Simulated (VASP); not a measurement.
Set up this calculation in VASP 6.6.1, as the native input.

* Task: single point
* Functional: PBE
* Dispersion: D3(BJ)
* Potentials or basis: VASP PAW PBE potentials, release 64 (Rb_sv)
* Cutoff: 520 eV
* k mesh: 1 × 1 × 1
* Occupations: gaussian, width 0.1 eV
* Spin: no spin polarisation
* Dipole correction: no
* Further INCAR settings: LREAL = Auto; ALGO = Normal; EDIFF = 1e-07; NBANDS = 90

The structure of Rb (a cell with a defect) lies in POSCAR:

```
Rb
1.0
   11.1800000000      0.0000000000      0.0000000000
    0.0000000000     11.1800000000      0.0000000000
    0.0000000000      0.0000000000     11.1800000000
Rb
17
Direct
   -0.0106139535      0.0030064401     -0.0024791592
    0.5150403399     -0.0016053667     -0.0024411449
   -0.0563545617      0.4080410555     -0.0028523256
   -0.0286078712      0.0067167263      0.5051966905
    0.2550326476      0.2479388193      0.2614539356
    0.5364293381      0.4496887299     -0.0023881038
    0.5394107335     -0.0090747764      0.5056940966
    0.7391482111      0.2471900716      0.2816310376
    0.0189450805      0.5158019678      0.4935432021
    0.2556868515      0.8313779070      0.3004339893
    0.2549232558      0.2503070662      0.7364634168
    0.4869197674      0.5243057245      0.4932732558
    0.7631744186      0.7320029517      0.2327572451
    0.7387858676      0.2549864937      0.7130809481
    0.2551117174      0.8109627907      0.7092664580
    0.7635720036      0.7277598390      0.7644571556
    0.2180062612      0.6249738819      0.0157413238
```

The input as run:

INCAR

```
SYSTEM = Rb
  ALGO = Normal
  EDIFF = 1E-7
  ENCUT = 520
  GGA = PE
  ISIF = 2
  ISMEAR = 0
  IVDW = 12
  LASPH = .TRUE.
  LCHARG = .FALSE.
  LREAL = Auto
  LWAVE = .FALSE.
  NBANDS = 90
  NELM = 60
  PREC = Accurate
  SIGMA = 0.1
```

KPOINTS

```
k-points
0
G
  1 1 1
  0 0 0
```

Potentials or basis: VASP PAW PBE potentials, release 64 (Rb_sv).

The run is started by

```bash
$ cat potpaw_PBE.64/Rb_sv/POTCAR > POTCAR
$ mpirun -np 1 vasp_gam > vasp.out
```

It gave:

- Pressure: 0.2 GPa
- Largest force: 0.044 eV/Å
- Dispersion energy per atom: -0.112 eV

Caveat: the k points lie up to 0.56 Å⁻¹ apart.

Run time: 2.3 min on 1 thread of Intel(R) Xeon(R) Platinum 8488C (Sapphire Rapids), with other jobs on the host, peak memory 0.95 GiB.
